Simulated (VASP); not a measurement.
# In3GaP4 (P-43m) in VASP: notebook

Runs on In3GaP4. Level: PBE. Tasks: single point, relaxation of cell and atoms.

All numbers are computed with VASP 6.6.1; they aren't measurements. Logs are shortened: lines on timing, memory, paths and dates and some standing lists are left out, and cuts for length are marked.

### 1 The cell of the first run

It takes space group P-43m (No. 215, cubic). The conventional cell has a = 5.596 Å, b = 5.596 Å, c = 5.596 Å, α = 90.00°, β = 90.00°, γ = 90.00°. Within 3.2 Å of In (site symmetry -42m) lie 4 P at 2.42 Å. Ga (site symmetry -43m) has 4 P at 2.42 Å within 3.2 Å. Within 3.2 Å of P (site symmetry 3m) lie 3 In at 2.42 Å and 1 Ga at 2.42 Å.

### 2 Single point, PBE

Contents of INCAR:

```
ALGO = Normal
EDIFF = 1E-7
ENCUT = 520
GGA = PE
ISIF = 2
ISMEAR = 0
LASPH = T
LCHARG = F
LREAL = F
LWAVE = F
NBANDS = 46
NELM = 100
PREC = Accurate
SIGMA = 0.1
```

Contents of KPOINTS:

```
k-points
0
Gamma
  4 4 4
```

Contents of POSCAR:

```
In3GaP4
1.0
    5.5956334900      0.0000000000      0.0000000000
    0.0000000000      5.5956334900      0.0000000000
    0.0000000000      0.0000000000      5.5956334900
In Ga P
3 1 4
Direct
    0.5000000000      0.0000000000      0.5000000000
    0.5000000000      0.5000000000      0.0000000000
    0.0000000000      0.5000000000      0.5000000000
    0.0000000000      0.0000000000      0.0000000000
    0.2500000000      0.7500000000      0.7500000000
    0.2500000000      0.2500000000      0.2500000000
    0.7500000000      0.7500000000      0.2500000000
    0.7500000000      0.2500000000      0.7500000000
```

Potentials or basis: VASP PAW PBE potentials, release 64 (In_d, Ga_d, P).

Command:

```sh
> cat potpaw_PBE.64/In_d/POTCAR potpaw_PBE.64/Ga_d/POTCAR potpaw_PBE.64/P/POTCAR > POTCAR
> mpirun -np 1 vasp_std > vasp.out
```

OUTCAR:

```text
EDIFF = 1E-7
   ENCUT = 520
   GGA = PE
   ISIF = 2
   ISMEAR = 0
   LASPH = T
   LREAL = F
   NELM = 100
   PREC = Accurate

 ion  position               nearest neighbor table
   1  0.500  0.000  0.500-   5 2.42   6 2.42   7 2.42   8 2.42   2 3.96   3 3.96   2 3.96   2 3.96
                             3 3.96   2 3.96   3 3.96   3 3.96
   2  0.500  0.500  0.000-   5 2.42   6 2.42   7 2.42   8 2.42   1 3.96   3 3.96   1 3.96   3 3.96
                             1 3.96   1 3.96   3 3.96   3 3.96
   3  0.000  0.500  0.500-   5 2.42   6 2.42   7 2.42   8 2.42   1 3.96   2 3.96   2 3.96   1 3.96
                             1 3.96   2 3.96   2 3.96   1 3.96
   4  0.000  0.000  0.000-   5 2.42   6 2.42   7 2.42   8 2.42
   5  0.250  0.750  0.750-   1 2.42   2 2.42   3 2.42   4 2.42
   6  0.250  0.250  0.250-   1 2.42   2 2.42   3 2.42   4 2.42
   7  0.750  0.750  0.250-   1 2.42   2 2.42   3 2.42   4 2.42
   8  0.750  0.250  0.750-   1 2.42   2 2.42   3 2.42   4 2.42

  LATTYP: Found a simple cubic cell.
 ALAT       =     5.5956334900

  Lattice vectors:

 A1 = (   5.5956334900,   0.0000000000,   0.0000000000)
 A2 = (   0.0000000000,   5.5956334900,   0.0000000000)
 A3 = (   0.0000000000,   0.0000000000,   5.5956334900)

Analysis of symmetry for initial positions (statically):
=====================================================================
 Subroutine PRICEL returns:
 Original cell was already a primitive cell.

 Routine SETGRP: Setting up the symmetry group for a
 simple cubic supercell.

 Subroutine GETGRP returns: Found 24 space group operations
 (whereof 24 operations were pure point group operations)
 out of a pool of 48 trial point group operations.

The static configuration has the point symmetry T_d .

Analysis of symmetry for dynamics (positions and initial velocities):
=====================================================================
 Subroutine PRICEL returns:
 Original cell was already a primitive cell.

 Routine SETGRP: Setting up the symmetry group for a
 simple cubic supercell.

 Subroutine GETGRP returns: Found 24 space group operations
 (whereof 24 operations were pure point group operations)
 out of a pool of 48 trial point group operations.

The dynamic configuration has the point symmetry T_d .

 Subroutine INISYM returns: Found 24 space group operations
 (whereof 24 operations are pure point group operations),
 and found     1 'primitive' translations

----------------------------------------------------------------------------------------

                                     Primitive cell

  volume of cell :     175.2055

  direct lattice vectors                    reciprocal lattice vectors
     5.595633490  0.000000000  0.000000000     0.178710775  0.000000000  0.000000000
     0.000000000  5.595633490  0.000000000     0.000000000  0.178710775  0.000000000
     0.000000000  0.000000000  5.595633490     0.000000000  0.000000000  0.178710775

  length of vectors
     5.595633490  5.595633490  5.595633490     0.178710775  0.178710775  0.178710775

  position of ions in fractional coordinates (direct lattice)
     0.500000000  0.000000000  0.500000000
     0.500000000  0.500000000  0.000000000
     0.000000000  0.500000000  0.500000000
     0.000000000  0.000000000  0.000000000
     0.250000000  0.750000000  0.750000000
     0.250000000  0.250000000  0.250000000
     0.750000000  0.750000000  0.250000000
     0.750000000  0.250000000  0.750000000

  ion indices of the primitive-cell ions
   primitive index   ion index
                 1           1
                 2           2
                 3           3
                 4           4
                 5           5
                 6           6
                 7           7
                 8           8

----------------------------------------------------------------------------------------

 KPOINTS: k-points

Automatic generation of k-mesh.
 Grid dimensions read from file:
 generate k-points for:    4    4    4

 Generating k-lattice:

  Cartesian coordinates                     Fractional coordinates (reciprocal lattice)
     0.044677694  0.000000000  0.000000000     0.250000000  0.000000000  0.000000000
     0.000000000  0.044677694  0.000000000     0.000000000  0.250000000  0.000000000
     0.000000000  0.000000000  0.044677694     0.000000000  0.000000000  0.250000000

  Length of vectors
     0.044677694  0.044677694  0.044677694

  Shift w.r.t. Gamma in fractional coordinates (k-lattice)
     0.000000000  0.000000000  0.000000000

 Subroutine IBZKPT returns following result:
 ===========================================

 Found     10 irreducible k-points:

 Following reciprocal coordinates:
            Coordinates               Weight
  0.000000  0.000000  0.000000      1.000000
  0.250000  0.000000  0.000000      6.000000
  0.500000  0.000000  0.000000      3.000000
  0.250000  0.250000  0.000000     12.000000
  0.500000  0.250000  0.000000     12.000000
[... 33 lines left out ...]
   PSTRESS=    0.0 pullay stress
   NELECT =      72.0000    total number of electrons
   NUPDOWN=      -1.0000    fix difference up-down
   EMIN   =  10.00;   EMAX   =-10.00  energy-range for DOS
   EFERMI =   0.00;   METHOD = LEGACY
   ISMEAR =     0;   SIGMA  =   0.10  broadening in eV -4-tet -1-fermi 0-gaus
   EFERMI_NEDOS =   21; number of points for ismear=-14 and -15
   IALGO  =     38    algorithm
   IMIX   =      4    mixing-type and parameters
     AMIX     =   0.40;   BMIX     =  1.00
     AMIX_MAG =   1.60;   BMIX_MAG =  1.00
  volume/ion in A,a.u.               =      21.90       147.79
  Fermi-wavevector in a.u.,A,eV,Ry     =   1.217128  2.300039 20.155692  1.481402
  Thomas-Fermi vector in A             =   2.352459
   LORBIT       =      0    0 simple, 1 ext, 2 COOP (PROOUT), +10 PAW based schemes
   GGA     = PE    functional components
   LHFCALC =     F    Hartree Fock is set to
   AEXX    =    0.0000 exact exchange contribution
   IVDW    =     0    specifies the selected vdW correction
   LEPSILON=     F    determine dielectric tensor
   LRPA    =     F    only Hartree local field effects (RPA)
 non-spin polarized calculation
 Gauss-broadening in eV      SIGMA  =   0.10
  energy-cutoff  :      520.00
  volume of cell :      175.21
 maximum number of plane-waves:      4737
 NGX is ok and might be reduce to    42
   NGX = 21   NGY = 21   NGZ = 21

 number of electron      72.0000019 magnetization

 Free energy of the ion-electron system (eV)
  ---------------------------------------------------
  ext. energy  EPLUGINS =         0.00000000
  ---------------------------------------------------
  free energy    TOTEN  =       -33.09177251 eV

  energy without entropy =      -33.09177251  energy(sigma->0) =      -33.09177251

 E-fermi :   6.5731     XC(G=0):  -9.8068

 val. band max:        6.1093399655   @ k =   0.0000   0.0000   0.0000
 cond. band min:       7.1939893839   @ k =   0.5000   0.5000   0.5000
 fundamental gap:      1.0846494184
 Fermi energy:         6.5730672847

 k-point     1 :       0.0000    0.0000    0.0000
  band No.  band energies     occupation
      1      -8.6628      2.00000
      2      -8.6628      2.00000
      3      -8.6628      2.00000
      4      -8.4975      2.00000
      5      -8.4975      2.00000
      6      -8.4917      2.00000
[... 38 lines left out ...]
     45      10.0961      0.00000
     46      10.0961      0.00000

 k-point     2 :       0.2500    0.0000    0.0000
  band No.  band energies     occupation
      1      -8.6483      2.00000
      2      -8.6483      2.00000
      3      -8.6412      2.00000
      4      -8.5117      2.00000
      5      -8.4965      2.00000
      6      -8.4951      2.00000
[... 38 lines left out ...]
     45      10.9676      0.00000
     46      10.9676      0.00000

 k-point     3 :       0.5000    0.0000    0.0000
  band No.  band energies     occupation
      1      -8.6321      2.00000
      2      -8.6321      2.00000
      3      -8.6046      2.00000
      4      -8.5475      2.00000
      5      -8.4955      2.00000
      6      -8.4934      2.00000
[... 332 lines left out ...]
     45      11.1844      0.00000
     46      11.1859      0.00000

 k-point    10 :       0.5000    0.5000    0.5000
  band No.  band energies     occupation
      1      -8.6147      2.00000
      2      -8.6147      2.00000
      3      -8.6147      2.00000
      4      -8.5665      2.00000
      5      -8.4980      2.00000
      6      -8.4980      2.00000
[... 38 lines left out ...]
     45      10.9063      0.00000
     46      11.0258      0.00000

------------------------ aborting loop because EDIFF is reached ----------------------------------------

  FORCE on cell =-STRESS in cart. coord.  units (eV):
  Direction    XX          YY          ZZ          XY          YZ          ZX
  --------------------------------------------------------------------------------------
  -------------------------------------------------------------------------------------
  Total       13.1813383     13.1813383     13.1813383     -0.0000000     -0.0000000     -0.0000000
  in kB      120.5375349    120.5375349    120.5375349     -0.0000000     -0.0000000     -0.0000000
  external PRESSURE =     120.5375349 kB  Pullay stress =       0.0000000 kB

 VOLUME and BASIS-vectors are now :
 -----------------------------------------------------------------------------
  energy-cutoff  :      520.00
  volume of cell :      175.21
      direct lattice vectors                 reciprocal lattice vectors
     5.595633490  0.000000000  0.000000000     0.178710775  0.000000000  0.000000000
     0.000000000  5.595633490  0.000000000     0.000000000  0.178710775  0.000000000
     0.000000000  0.000000000  5.595633490     0.000000000  0.000000000  0.178710775

 POSITION                                       TOTAL-FORCE (eV/Angst)
 -----------------------------------------------------------------------------------
      2.79782      0.00000      2.79782         0.000000      0.000000     -0.000000
      2.79782      2.79782      0.00000         0.000000      0.000000     -0.000000
      0.00000      2.79782      2.79782         0.000000      0.000000     -0.000000
      0.00000      0.00000      0.00000         0.000000      0.000000     -0.000000
      1.39891      4.19673      4.19673        -0.884425      0.884425      0.884425
      1.39891      1.39891      1.39891        -0.884425     -0.884425     -0.884425
      4.19673      4.19673      1.39891         0.884425      0.884425     -0.884425
      4.19673      1.39891      4.19673         0.884425     -0.884425      0.884425
 -----------------------------------------------------------------------------------
    total drift:                                0.000000     -0.000000     -0.000000

  FREE ENERGIE OF THE ION-ELECTRON SYSTEM (eV)
  ---------------------------------------------------
  free  energy   TOTEN  =       -33.0917725117 eV

  energy  without entropy=      -33.0917725117  energy(sigma->0) =      -33.09177251
```

Wall time 3.1 min (1 thread of Intel Xeon 8259CL, shared host); peak memory 0.29 GiB.

What came out:

- Free energy: -33.0918 eV
- Pressure: 12.1 GPa
- Band gap on the k mesh: 1.08 eV (least direct gap 1.25 eV)

Caveat: the cell stands under pressure; spin-orbit coupling is left out, which moves the levels of the heavy elements.

### 3 Single point, PBE

This run uses another cell than the first one, of 24.98 Å³/atom.

Contents of INCAR:

```
SYSTEM = In3GaP4
ALGO = Normal
EDIFF = 1E-7
ENCUT = 520
GGA = PE
ISIF = 2
ISMEAR = 0
LASPH = .True.
LCHARG = .True.
LELF = .True.
LREAL = .False.
LVHAR = .True.
LWAVE = .False.
NBANDS = 46
NELM = 80
PREC = Accurate
SIGMA = 0.1
```

Contents of KPOINTS:

```
k-points
0
Gamma
  4 4 4
  0 0 0
```

Contents of POSCAR:

```
In3GaP4
1.0
    5.8461724619      0.0000000000      0.0000000000
    0.0000000000      5.8461724619      0.0000000000
    0.0000000000      0.0000000000      5.8461724619
In Ga P
3 1 4
Direct
    0.5000000000      0.0000000000      0.5000000000
    0.5000000000      0.5000000000      0.0000000000
    0.0000000000      0.5000000000      0.5000000000
    0.0000000000      0.0000000000      0.0000000000
    0.2390283983      0.7609716017      0.7609716017
    0.2390283983      0.2390283983      0.2390283983
    0.7609716017      0.7609716017      0.2390283983
    0.7609716017      0.2390283983      0.7609716017
```

Potentials or basis: VASP PAW PBE potentials, release 64 (In_d, Ga_d, P).

Command:

```sh
> cat potpaw_PBE.64/In_d/POTCAR potpaw_PBE.64/Ga_d/POTCAR potpaw_PBE.64/P/POTCAR > POTCAR
> mpirun -np 1 vasp_std > vasp.out
```

Wall time 5.3 min (1 thread of Intel Xeon 8259CL, shared host); peak memory 0.37 GiB.

The run converged. Its results:

```
Free energy            : -34.2078 eV
Pressure               : -0.1 GPa
Largest force          : 0.019 eV/Å
Band gap on the k mesh : 0.61 eV
```

Forces on the atoms (eV/Å):
```
In   0.000  0.000  0.000
In   0.000  0.000  0.000
In   0.000  0.000  0.000
Ga   0.000  0.000  0.000
P    0.011 -0.011 -0.011
P    0.011  0.011  0.011
P   -0.011 -0.011  0.011
P   -0.011  0.011 -0.011
```

Levels at points of the mesh, in eV from the valence-band top:
```tsv
k point	band 34	band 35	band 36	band 37	band 38	band 39
(0.00, 0.00, 0.00)	0.00	0.00	0.00	0.61	1.84	1.84
(0.50, 0.00, 0.00)	-1.50	-1.18	-1.18	2.40	2.42	3.07
(0.50, 0.50, 0.00)	-1.12	-1.00	-0.68	2.65	2.67	3.20
(0.50, 0.50, 0.50)	-0.83	-0.71	-0.71	1.04	1.52	1.52
```

Caveat: spin-orbit coupling is left out, which moves the levels of the heavy elements. A k mesh can miss the band edges.

### 4 Single point, PBE

This run uses another cell than the first one, of 24.98 Å³/atom.

Contents of INCAR:

```
SYSTEM = In3GaP4
PREC = Accurate ; ENCUT = 520
EDIFF = 1E-7 ; ISMEAR = 0
SIGMA = 0.02 ; LREAL = .False.
LASPH = .True. ; NELM = 100
ALGO = Normal ; ISIF = 2
LWAVE = .False. ; LCHARG = .True.
GGA = PE ; LELF = .True.
LVHAR = .True. ; NBANDS = 46
```

Contents of KPOINTS:

```
Automatic mesh
0
Gamma
  6 6 6
  0 0 0
```

POSCAR is that of step 3.

Command:

```sh
> cat potpaw_PBE.64/In_d/POTCAR potpaw_PBE.64/Ga_d/POTCAR potpaw_PBE.64/P/POTCAR > POTCAR
> mpirun -np 1 vasp_std > vasp.out
```

Run time: 7.7 min. Hardware: 1 thread of Intel Xeon 8259CL, shared host; peak memory 0.43 GiB.

Results (log left out):

| Item | Value |
| --- | --- |
| Free energy | -34.2195 eV |
| Pressure | -0.1 GPa |
| Largest force | 0.019 eV/Å |
| Band gap on the k mesh | 0.61 eV |

Forces in eV/Å, atoms in the order of the input:
```
In   0.000  0.000  0.000
In   0.000  0.000  0.000
In   0.000  0.000  0.000
Ga   0.000  0.000  0.000
P    0.011 -0.011 -0.011
P    0.011  0.011  0.011
P   -0.011 -0.011  0.011
P   -0.011  0.011 -0.011
```

Levels at points of the mesh, in eV from the valence-band top:
| k point | band 34 | band 35 | band 36 | band 37 | band 38 | band 39 |
| --- | --- | --- | --- | --- | --- | --- |
| (0.00, 0.00, 0.00) | 0.00 | 0.00 | 0.00 | 0.61 | 1.84 | 1.84 |
| (0.50, 0.00, 0.00) | -1.50 | -1.18 | -1.18 | 2.40 | 2.42 | 3.07 |
| (0.50, 0.50, 0.00) | -1.12 | -1.00 | -0.68 | 2.65 | 2.67 | 3.20 |
| (0.50, 0.50, 0.50) | -0.83 | -0.71 | -0.71 | 1.04 | 1.52 | 1.52 |

Caveat: spin-orbit coupling is left out, which moves the levels of the heavy elements. A k mesh can miss the band edges.

### 5 Relaxation of cell and atoms, PBE

Contents of INCAR:

```
SYSTEM = In3GaP4
  PREC = Accurate
  ENCUT = 600
  EDIFF = 1E-6
  ISMEAR = 0
  SIGMA = 0.1
  LREAL = .False.
  LASPH = .True.
  NELM = 60
  ALGO = Normal
  ISIF = 3
  LWAVE = .False.
  LCHARG = .False.
  GGA = PE
  IBRION = 2
  NSW = 90
  EDIFFG = -0.04
```

Contents of KPOINTS:

```
Automatic mesh
0
Gamma
  4 4 4
  0 0 0
```

Contents of POSCAR:

```
In3GaP4
1.0
    5.5956334900      0.0000000000      0.0000000000
    0.0000000000      5.5956334900      0.0000000000
    0.0000000000      0.0000000000      5.5956334900
In Ga P
3 1 4
Direct
    0.5000000000      0.0000000000      0.5000000000
    0.5000000000      0.5000000000      0.0000000000
    0.0000000000      0.5000000000      0.5000000000
    0.0000000000      0.0000000000      0.0000000000
    0.2500000000      0.7500000000      0.7500000000
    0.2500000000      0.2500000000      0.2500000000
    0.7500000000      0.7500000000      0.2500000000
    0.7500000000      0.2500000000      0.7500000000
```

Command:

```sh
> cat potpaw_PBE.64/In_d/POTCAR potpaw_PBE.64/Ga_d/POTCAR potpaw_PBE.64/P/POTCAR > POTCAR
> mpirun -np 1 vasp_std > vasp.out
```

Run time: 18 min. Hardware: 1 thread of Intel Xeon 8259CL, shared host; peak memory 0.39 GiB.

The run converged. Its results:

```
Free energy                           : -34.2035 eV
Relaxed volume                        : 25.01 Å³/atom
Relaxed cell                          : a = 5.849 Å, b = 5.849 Å, c = 5.849 Å, α = 90.00°, β = 90.00°, γ = 90.00°
Space group after relaxing (to 0.1 Å) : P-43m (No. 215)
Energy gained by relaxing             : 138.9 meV/atom
Ionic steps                           : 8
Pressure after relaxing               : -0.2 GPa
Band gap on the k mesh                : 0.61 eV
```

The path:
| step | energy change (eV) | largest force (eV/Å) | pressure (GPa) | volume (Å³) |
| --- | --- | --- | --- | --- |
| 1 | 0.0000 | 1.5317 | 12.09 | 175.21 |
| 2 | -0.7451 | 0.2037 | -4.84 | 220.53 |
| 3 | -1.0343 | 0.5749 | -0.63 | 202.54 |
| 4 | -1.0342 | 0.5898 | -0.47 | 201.97 |
| 5 | -1.0878 | 0.3446 | -0.16 | 200.48 |
| 6 | -1.1107 | 0.0077 | 0.30 | 198.67 |
| 7 | -1.1108 | 0.0240 | 0.28 | 198.75 |
| 8 | -1.1113 | 0.0117 | -0.15 | 200.07 |

Final structure:
```
In Ga P
1.0
     5.84876    0.00000    0.00000
     0.00000    5.84876    0.00000
     0.00000    0.00000    5.84876
In Ga P
3 1 4
Cartesian
  2.9244 0.0000 2.9244
  2.9244 2.9244 0.0000
  5.8488 2.9244 2.9244
  5.8488 0.0000 0.0000
  1.3985 4.4503 4.4503
  1.3985 1.3985 1.3985
  4.4503 4.4503 1.3985
  4.4503 1.3985 4.4503
```

Levels at points of the mesh, in eV from the valence-band top:
```
           k point  band 33  band 34  band 35  band 36  band 37  band 38  band 39  band 40
(0.00, 0.00, 0.00)    -2.14     0.00     0.00     0.00     0.61     1.84     1.84     1.84
(0.50, 0.00, 0.00)    -1.49    -1.49    -1.18    -1.18     2.39     2.42     3.07     3.24
(0.50, 0.50, 0.00)    -1.12    -1.12    -1.00    -0.68     2.64     2.66     3.20     3.20
(0.50, 0.50, 0.50)    -0.83    -0.83    -0.71    -0.71     1.03     1.51     1.51     1.51
```

Caveat: spin-orbit coupling is left out, which moves the levels of the heavy elements. A k mesh can miss the band edges.

### 6 Overview

| task | cell | k mesh | cutoff (eV) | smearing | gap on the mesh (eV) | pressure (GPa) | largest force (eV/Å) |
| --- | --- | --- | --- | --- | --- | --- | --- |
| single point | a = 5.596 Å, 8 atoms, atomic positions A | 4 × 4 × 4 | 520 | gaussian 0.1 eV | 1.08 | 12.1 | - |
| single point | a = 5.846 Å, 8 atoms, atomic positions B | 4 × 4 × 4 | 520 | gaussian 0.1 eV | 0.61 | -0.1 | 0.02 |
| single point | a = 5.846 Å, 8 atoms, atomic positions B | 6 × 6 × 6 | 520 | gaussian 0.02 eV | 0.61 | -0.1 | 0.02 |
| relaxation of cell and atoms | relaxed from a = 5.596 Å, 8 atoms, atomic positions A | 4 × 4 × 4 | 600 | gaussian 0.1 eV | 0.61 | -0.2 | - |

Alike in all rows: level PBE; potentials or basis VASP PAW PBE potentials, release 64 (In_d, Ga_d, P); no spin polarisation.

Caveats: spin-orbit coupling is left out, which moves the levels of the heavy elements; the cell stands under pressure (at least some runs).

Absolute energies hang on the potentials; compare differences alone.
